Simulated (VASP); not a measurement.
# TiSi (Cmmm) in VASP: further runs

TiSi is run at these levels: r2SCAN; tasks: single point.

Everything below comes from runs of VASP 6.6.1. Logs are shortened: lines on timing, memory, paths and dates and some standing lists are left out, and cuts for length are marked.

### Step 1. The cell of the first run

It takes space group Cmmm (No. 65, orthorhombic). Conventional cell: a = 3.632 Å, b = 4.235 Å, c = 3.804 Å, α = 90.00°, β = 90.00°, γ = 90.00°. Within 3.9 Å of Ti (site symmetry mmm) lie 8 Si at 2.63 to 2.85 Å and 8 Ti at 2.79 to 3.80 Å. Si (site symmetry mmm) has 8 Ti at 2.63 to 2.85 Å and 8 Si at 2.79 to 3.80 Å within 3.9 Å.

### Step 2. Single point, r2SCAN

Input file POSCAR:

```
TiSi
1.0
    1.8161780000     -2.1176240000      0.0000000000
    1.8161780000      2.1176240000      0.0000000000
    0.0000000000      0.0000000000      3.8039340000
Ti Si
1 1
Direct
    0.5000000000      0.5000000000      0.0000000000
    0.0000000000      0.0000000000      0.5000000000
```

Input file INCAR.step1:

```
ALGO = Normal
EDIFF = 1E-4
ENCUT = 520
GGA = PE
ISMEAR = 0
LASPH = True
LCHARG = False
LREAL = False
LWAVE = True
NBANDS = 15
NELM = 80
PREC = Accurate
SIGMA = 0.15
```

Input file INCAR.step2:

```
ALGO = Normal
EDIFF = 1E-6
ENCUT = 520
ISIF = 2
ISMEAR = 0
ISTART = 1
LASPH = True
LCHARG = False
LMIXTAU = True
LREAL = False
LWAVE = False
METAGGA = R2SCAN
NBANDS = 15
NELM = 80
PREC = Accurate
SIGMA = 0.15
```

Input file KPOINTS:

```
k-points
0
Gamma
  18 18 12
```

Potentials or basis: VASP PAW PBE potentials, release 64 (Ti_sv, Si).

Run with:

```console
cat potpaw_PBE.64/Ti_sv/POTCAR potpaw_PBE.64/Si/POTCAR > POTCAR
cp INCAR.step1 INCAR
mpirun -np 1 vasp_std > vasp.out
cp INCAR.step2 INCAR
mpirun -np 1 vasp_std > vasp.out
```

OUTCAR:

```text
EDIFF = 1E-6
   ENCUT = 520
   ISIF = 2
   ISMEAR = 0
   ISTART = 1
   LASPH = True
   LREAL = False
   METAGGA = R2SCAN
   NELM = 80
   PREC = Accurate

 ion  position               nearest neighbor table
   1  0.500  0.500  0.000-   2 2.63   2 2.63   2 2.63   2 2.63   2 2.85   2 2.85   2 2.85   2 2.85

   2  0.000  0.000  0.500-   1 2.63   1 2.63   1 2.63   1 2.63   1 2.85   1 2.85   1 2.85   1 2.85

  LATTYP: Found a base centered orthorhombic cell.
 ALAT       =     3.6323560000
 B/A-ratio  =     1.1659782246
 C/A-ratio  =     1.0472360088

  Lattice vectors:

 A1 = (   1.8161780000,  -2.1176240000,   0.0000000000)
 A2 = (   1.8161780000,   2.1176240000,   0.0000000000)
 A3 = (   0.0000000000,   0.0000000000,   3.8039340000)

Analysis of symmetry for initial positions (statically):
=====================================================================
 Subroutine PRICEL returns:
 Original cell was already a primitive cell.

 Routine SETGRP: Setting up the symmetry group for a
 base centered orthorhombic supercell.

 Subroutine GETGRP returns: Found  8 space group operations
 (whereof  8 operations were pure point group operations)
 out of a pool of  8 trial point group operations.

The static configuration has the point symmetry D_2h.

Analysis of symmetry for dynamics (positions and initial velocities):
=====================================================================
 Subroutine PRICEL returns:
 Original cell was already a primitive cell.

 Routine SETGRP: Setting up the symmetry group for a
 base centered orthorhombic supercell.

 Subroutine GETGRP returns: Found  8 space group operations
 (whereof  8 operations were pure point group operations)
 out of a pool of  8 trial point group operations.

The dynamic configuration has the point symmetry D_2h.

 Subroutine INISYM returns: Found  8 space group operations
 (whereof  8 operations are pure point group operations),
 and found     1 'primitive' translations

----------------------------------------------------------------------------------------

                                     Primitive cell

  volume of cell :      29.2597

  direct lattice vectors                    reciprocal lattice vectors
     1.816178000 -2.117624000  0.000000000     0.275303412 -0.236113682  0.000000000
     1.816178000  2.117624000  0.000000000     0.275303412  0.236113682  0.000000000
     0.000000000  0.000000000  3.803934000     0.000000000  0.000000000  0.262885739

  length of vectors
     2.789773097  2.789773097  3.803934000     0.362686696  0.362686696  0.262885739

  position of ions in fractional coordinates (direct lattice)
     0.500000000  0.500000000  0.000000000
     0.000000000  0.000000000  0.500000000

  ion indices of the primitive-cell ions
   primitive index   ion index
                 1           1
                 2           2

----------------------------------------------------------------------------------------

 KPOINTS: k-points

Automatic generation of k-mesh.
 Grid dimensions read from file:
 generate k-points for:   18   18   12

 Generating k-lattice:

  Cartesian coordinates                     Fractional coordinates (reciprocal lattice)
     0.015294634 -0.013117427  0.000000000     0.055555556  0.000000000  0.000000000
     0.015294634  0.013117427  0.000000000     0.000000000  0.055555556  0.000000000
     0.000000000  0.000000000  0.021907145     0.000000000  0.000000000  0.083333333

  Length of vectors
     0.020149261  0.020149261  0.021907145

  Shift w.r.t. Gamma in fractional coordinates (k-lattice)
     0.000000000  0.000000000  0.000000000

 Subroutine IBZKPT returns following result:
 ===========================================

 Found    637 irreducible k-points:

 Following reciprocal coordinates:
            Coordinates               Weight
  0.000000  0.000000  0.000000      1.000000
  0.055556 -0.000000  0.000000      4.000000
  0.111111 -0.000000  0.000000      4.000000
  0.166667 -0.000000  0.000000      4.000000
  0.222222 -0.000000  0.000000      4.000000
  0.277778 -0.000000  0.000000      4.000000
[... 16 lines left out ...]
 -0.277778  0.055556  0.000000      4.000000
 -0.222222  0.055556  0.000000      4.000000
 [... further k-points ...]
   k-points           NKPTS =    637   k-points in BZ     NKDIM =    637   number of bands    NBANDS=     15
   number of dos      NEDOS =    301   number of ions     NIONS =      2
   total plane-waves  NPLWV =  16128
   dimension x,y,z NGX =    24 NGY =   24 NGZ =   28
   dimension x,y,z NGXF=    48 NGYF=   48 NGZF=   56
   ions per type =               1   1
   NGX,Y,Z   is equivalent  to a cutoff of  14.30, 14.30, 12.24 a.u.
   NGXF,Y,Z  is equivalent  to a cutoff of  28.60, 28.60, 24.47 a.u.
 SYSTEM =  unknown system
   PREC   = accura    normal or accurate (medium, high low for compatibility)
   ISTART =      1    job   : 0-new  1-cont  2-samecut
   ICHARG =      0    charge: 1-file 2-atom 10-const
   ISPIN  =      1    spin polarized calculation?
   LNONCOLLINEAR =      F non collinear calculations
   LSORBIT =      F    spin-orbit coupling
   LASPH  =      T    aspherical Exc in radial PAW
   ENCUT  =  520.0 eV  38.22 Ry    6.18 a.u.   5.19  5.19  7.07*2*pi/ulx,y,z
   NELM   =     80;   NELMIN=  2; NELMDL=  0     # of ELM steps
   EDIFF  = 0.1E-05   stopping-criterion for ELM
   LREAL  =      F    real-space projection
   EDIFFG = 0.1E-04   stopping-criterion for IOM
   NSW    =      0    number of steps for IOM
   IBRION =     -1    ionic relax: 0-MD 1-quasi-New 2-CG
   NFREE  =      0    steps in history (QN), initial steepest desc. (CG)
   ISIF   =      2    stress and relaxation
   ISYM   =      2    0-nonsym 1-usesym 2-fastsym
   POTIM  = 0.5000    time-step for ionic-motion
   TEBEG  =    0.0;   TEEND  =   0.0 temperature during run
   PSTRESS=    0.0 pullay stress
   NELECT =      16.0000    total number of electrons
   NUPDOWN=      -1.0000    fix difference up-down
   EMIN   =  10.00;   EMAX   =-10.00  energy-range for DOS
   EFERMI =   0.00;   METHOD = LEGACY
   ISMEAR =     0;   SIGMA  =   0.15  broadening in eV -4-tet -1-fermi 0-gaus
   EFERMI_NEDOS =   21; number of points for ismear=-14 and -15
   IALGO  =     38    algorithm
   IMIX   =      4    mixing-type and parameters
     AMIX     =   0.40;   BMIX     =  1.00
     AMIX_MAG =   1.60;   BMIX_MAG =  1.00
  volume/ion in A,a.u.               =      14.63        98.73
  Fermi-wavevector in a.u.,A,eV,Ry     =   1.338725  2.529824 24.384157  1.792185
  Thomas-Fermi vector in A             =   2.467173
   LORBIT       =      0    0 simple, 1 ext, 2 COOP (PROOUT), +10 PAW based schemes
   METAGGA = R2SCAN    functional components
   LHFCALC =     F    Hartree Fock is set to
   AEXX    =    0.0000 exact exchange contribution
   IVDW    =     0    specifies the selected vdW correction
   LEPSILON=     F    determine dielectric tensor
   LRPA    =     F    only Hartree local field effects (RPA)
 non-spin polarized calculation
 Gauss-broadening in eV      SIGMA  =   0.15
  energy-cutoff  :      520.00
  volume of cell :       29.26
 maximum number of plane-waves:       814
 NGX is ok and might be reduce to    24
   NGX = 11   NGY = 11   NGZ = 15

 number of electron      16.0000004 magnetization

 Free energy of the ion-electron system (eV)
  ---------------------------------------------------
  ext. energy  EPLUGINS =         0.00000000
  ---------------------------------------------------
  free energy    TOTEN  =       -22.78483820 eV

  energy without entropy =      -22.77341352  energy(sigma->0) =      -22.77912586

 E-fermi :  10.1884     XC(G=0): -12.5908

 val. band max:       10.1872575228   @ k =  -0.2778   0.1667   0.4167
 cond. band min:      10.1898538870   @ k =   0.2222   0.1667   0.3333
 fundamental gap:      0.0025963641
 Fermi energy:        10.1884135487

 k-point     1 :       0.0000    0.0000    0.0000
  band No.  band energies     occupation
      1     -48.8818      2.00000
      2     -24.2648      2.00000
      3     -23.8181      2.00000
      4     -23.7122      2.00000
      5      -2.2642      2.00000
      6       7.6422      2.00000
      7       8.2669      2.00000
      8       8.8962      2.00000
      9      11.9820      0.00000
     10      12.7762      0.00000
     11      13.4214      0.00000
     12      15.6370      0.00000
     13      16.5291      0.00000
     14      16.9281      0.00000
     15      18.9834      0.00000

 k-point     2 :       0.0556   -0.0000    0.0000
  band No.  band energies     occupation
      1     -48.8796      2.00000
      2     -24.2626      2.00000
      3     -23.8267      2.00000
      4     -23.7205      2.00000
      5      -2.1986      2.00000
      6       7.6936      2.00000
      7       8.2274      2.00000
      8       8.8972      2.00000
      9      12.0401      0.00000
     10      12.7838      0.00000
     11      13.3375      0.00000
     12      15.2604      0.00000
     13      16.3634      0.00000
     14      16.9416      0.00000
     15      19.4755      0.00000

 k-point     3 :       0.1111   -0.0000    0.0000
  band No.  band energies     occupation
      1     -48.8733      2.00000
      2     -24.2561      2.00000
      3     -23.8605      2.00000
      4     -23.7356      2.00000
      5      -2.0028      2.00000
      6       7.8351      2.00000
      7       8.1169      2.00000
      8       8.8708      2.00000
      9      12.1995      0.00000
     10      12.8172      0.00000
     11      13.1241      0.00000
     12      14.2607      0.00000
     13      16.4651      0.00000
     14      16.9365      0.00000
     15      20.2326      0.00000
[... 343 lines left out ...]
 k-point    23 :      -0.2778    0.0556    0.0000
  band No.  band energies     occupation
      1     -48.8369      2.00000
      2     -24.2194      2.00000
      3     -24.1092      2.00000
      4     -23.7534      2.00000
      5      -0.7080      2.00000
      6       7.3453      2.00000
      7       7.6843      2.00000
      8       8.8789      2.00000
      9      12.0532      0.00000
     10      12.3079      0.00000
     11      12.7575      0.00000
     12      13.7712      0.00000
     13      16.6599      0.00000
     14      17.9967      0.00000
     15      21.0809      0.00000

 k-point    24 :      -0.2222    0.0556    0.0000
  band No.  band energies     occupation
      1     -48.8498      2.00000
      2     -24.2324      2.00000
      3     -24.0107      2.00000
      4     -23.7580      2.00000
      5      -1.2507      2.00000
      6       7.8746      2.00000
      7       8.0229      2.00000
      8       8.7359      2.00000
      9      12.1421      0.00000
     10      12.2748      0.00000
     11      12.8264      0.00000
     12      13.4525      0.00000
     13      16.8116      0.00000
     14      17.4386      0.00000
     15      21.1235      0.00000

 [... further k-points ...]

------------------------ aborting loop because EDIFF is reached ----------------------------------------

  FORCE on cell =-STRESS in cart. coord.  units (eV):
  Direction    XX          YY          ZZ          XY          YZ          ZX
  --------------------------------------------------------------------------------------
  -------------------------------------------------------------------------------------
  Total       -0.2349294     -0.4003464     -0.1740510      0.0000000      0.0000000      0.0000000
  in kB      -12.8640526    -21.9218047     -9.5305273      0.0000000      0.0000000      0.0000000
  external PRESSURE =     -14.7721282 kB  Pullay stress =       0.0000000 kB

 VOLUME and BASIS-vectors are now :
 -----------------------------------------------------------------------------
  energy-cutoff  :      520.00
  volume of cell :       29.26
      direct lattice vectors                 reciprocal lattice vectors
     1.816178000 -2.117624000  0.000000000     0.275303412 -0.236113682  0.000000000
     1.816178000  2.117624000  0.000000000     0.275303412  0.236113682  0.000000000
     0.000000000  0.000000000  3.803934000     0.000000000  0.000000000  0.262885739

 POSITION                                       TOTAL-FORCE (eV/Angst)
 -----------------------------------------------------------------------------------
      1.81618      0.00000      0.00000         0.000000      0.000000      0.000000
      0.00000      0.00000      1.90197        -0.000000     -0.000000      0.000000
 -----------------------------------------------------------------------------------
    total drift:                               -0.000000     -0.000000     -0.000000

  FREE ENERGIE OF THE ION-ELECTRON SYSTEM (eV)
  ---------------------------------------------------
  free  energy   TOTEN  =       -22.7848382013 eV

  energy  without entropy=      -22.7734135212  energy(sigma->0) =      -22.77912586
```

Run time: 14 min. Hardware: 1 thread of AMD EPYC 9R45 (Zen 5), shared host; peak memory 0.35 GiB.

Results:

```
Free energy            : -22.7848 eV
Pressure               : -1.5 GPa
Band gap on the k mesh : zero (bands 8 and 9 overlap by 1.75 eV)
```

Caveat: the PAW data sets were made with another functional, which shifts forces and pressure a little.

### Step 3. Single point, r2SCAN

POSCAR is that of step 2.

Input file INCAR.step1:

```
PREC     = Accurate       # precision mode
ENCUT    = 520            # plane-wave cutoff, eV
ISMEAR   = 0              # smearing method
SIGMA    = 0.15           # smearing width, eV
LREAL    = F              # projectors in reciprocal space
LASPH    = T              # aspherical terms in the spheres
NELM     = 80             # most SCF steps
NBANDS   = 15             # bands
GGA      = PE             # functional
ALGO     = Normal         # electronic algorithm
EDIFF    = 1E-4           # SCF threshold, eV
LWAVE    = T              # write WAVECAR
LCHARG   = F              # write CHGCAR
```

Input file INCAR.step2:

```
PREC     = Accurate       # precision mode
ENCUT    = 520            # plane-wave cutoff, eV
EDIFF    = 1E-7           # SCF threshold, eV
ISMEAR   = 0              # smearing method
SIGMA    = 0.15           # smearing width, eV
LREAL    = F              # projectors in reciprocal space
LASPH    = T              # aspherical terms in the spheres
NELM     = 80             # most SCF steps
ALGO     = Normal         # electronic algorithm
ISIF     = 2              # what is computed and relaxed
LWAVE    = F              # write WAVECAR
LCHARG   = F              # write CHGCAR
METAGGA  = R2SCAN         # meta-GGA
LMIXTAU  = T            
NBANDS   = 15             # bands
ISTART   = 1
```

Input file KPOINTS:

```
Automatic mesh
0
Gamma
  20 20 14
```

Potentials or basis: VASP PAW PBE potentials, release 64 (Ti_sv, Si).

Run with:

```console
cat potpaw_PBE.64/Ti_sv/POTCAR potpaw_PBE.64/Si/POTCAR > POTCAR
cp INCAR.step1 INCAR
mpirun -np 1 vasp_std > vasp.out
cp INCAR.step2 INCAR
mpirun -np 1 vasp_std > vasp.out
```

It took 19 min on 1 thread of AMD EPYC 9R45 (Zen 5), shared host; peak memory 0.45 GiB.

The run converged. Its results:

| Quantity | Value |
| --- | --- |
| Free energy | -22.7841 eV |
| Pressure | -1.4 GPa |
| Band gap on the k mesh | zero (bands 8 and 9 overlap by 1.68 eV) |

Stress tensor (GPa, compression positive):
```
-1.15  0.00  0.00
 0.00 -2.05  0.00
 0.00  0.00 -1.10
```

Levels at points of the mesh, in eV from the Fermi level:
```tsv
k point	band 5	band 6	band 7	band 8	band 9	band 10	band 11	band 12
(0.00, 0.00, 0.00)	-12.45	-2.55	-1.92	-1.29	1.79	2.59	3.23	5.45
(0.50, 0.00, 0.00)	-8.11	-6.79	-3.03	-0.91	1.94	2.55	4.38	4.95
(0.50, 0.50, 0.00)	-6.07	-4.12	-1.75	-1.28	-0.81	-0.31	3.22	3.24
(0.00, 0.00, 0.50)	-11.05	-6.94	-0.97	0.67	0.68	1.90	3.33	7.20
(0.50, 0.00, 0.50)	-8.35	-5.25	-2.96	-1.87	1.55	2.04	2.13	3.56
(0.50, 0.50, 0.50)	-5.18	-3.99	-3.62	-3.20	2.34	2.56	2.70	4.25
```

Caveat: the PAW data sets were made with another functional, which shifts forces and pressure a little.
